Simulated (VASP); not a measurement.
## Ir: single point with r2SCANh

Ir:

```
Ir
1.0
     0.00000    1.87650    1.87650
     1.87650    0.00000    1.87650
     1.87650    1.87650    0.00000
Ir
1
Direct
  0.00000 0.00000 0.00000
```

| Property | Result |
| --- | --- |
| Program | VASP 6.6.1 |
| Task | single point |
| Functional | r2SCANh |
| Potentials or basis | VASP PAW PBE potentials, release 64 (Ir_sv_GW) |
| Cutoff | 460 eV |
| k mesh | 6 × 6 × 6 |
| Occupations | fermi-dirac, width 0.05 eV |
| Spin | no spin polarisation |
| Dipole correction | no |
| Grid for exact exchange (PRECFOCK) | Normal |
| Further INCAR settings | ALGO = Normal; EDIFF = 1e-06; NBANDS = 14 |
| Share of exact exchange | 0.1 |

| Item | Value |
| --- | --- |
| Pressure | 25.8 GPa |
| Band gap on the k mesh | zero (an odd number of electrons rules out a gap without spin polarisation) |

Levels at points of the mesh, in eV from the Fermi level:
```csv
k point,band 4,band 5,band 6,band 7,band 8,band 9,band 10,band 11,band 12,band 13
"(0.00, 0.00, 0.00)",-51.60,-12.26,-4.27,-4.27,-4.27,-1.17,-1.17,15.10,21.36,21.36
"(0.50, 0.00, 0.00)",-51.76,-9.12,-4.49,-4.49,-0.48,1.89,1.89,9.62,14.85,21.71
"(0.50, 0.50, 0.00)",-52.02,-9.06,-8.39,1.66,2.56,2.63,2.63,13.37,13.45,13.45
```

Wall time 11 min on 1 thread of Intel(R) Xeon(R) Platinum 8488C (Sapphire Rapids), with other jobs on the host, peak memory 0.14 GiB.

Caveat: the k points lie up to 0.48 Å⁻¹ apart, too coarse for converged energies and pressures of a metal; the PAW data sets were made with another functional, which shifts forces and pressure a little; spin-orbit coupling is left out, which moves the levels of the heavy elements.
